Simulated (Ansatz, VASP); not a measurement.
**As: VASP beside Ansatz**

```
CELL_PARAMETERS angstrom
2.67704 0.00000 0.00000
0.00000 2.67704 0.00000
0.00000 0.00000 2.75776
ATOMIC_POSITIONS crystal
As 0.50000 0.50000 0.50000
```

Alike in both runs: task single point; functional PBE; k mesh 15 × 15 × 15; occupations fermi-dirac, width 0.02 eV; no spin polarisation.

|  | VASP | Ansatz |
| --- | --- | --- |
| version | VASP 6.6.1 | Ansatz 0.2.0 |
| potentials or method | VASP PAW PBE potentials, release 64 (As), cutoff 500 eV | scalar-relativistic, plane waves, PAW |
| valence electrons in the cell | 5 | 15 |

|  | VASP | Ansatz | Ansatz less VASP |
| --- | --- | --- | --- |
| pressure (GPa) | 2.5 | 2.3 | -0.20 |
| traceless stress, the component that is largest in VASP (GPa) | -2.84 | -2.81 | +0.031 |

The functional is the same, so the differences come from potentials, cutoffs and numerics. VASP's potentials hold 5 valence electrons a cell and Ansatz's 15, so a difference there can come from the potentials and not from the codes. Ansatz's warnings: stress scf threshold loose.
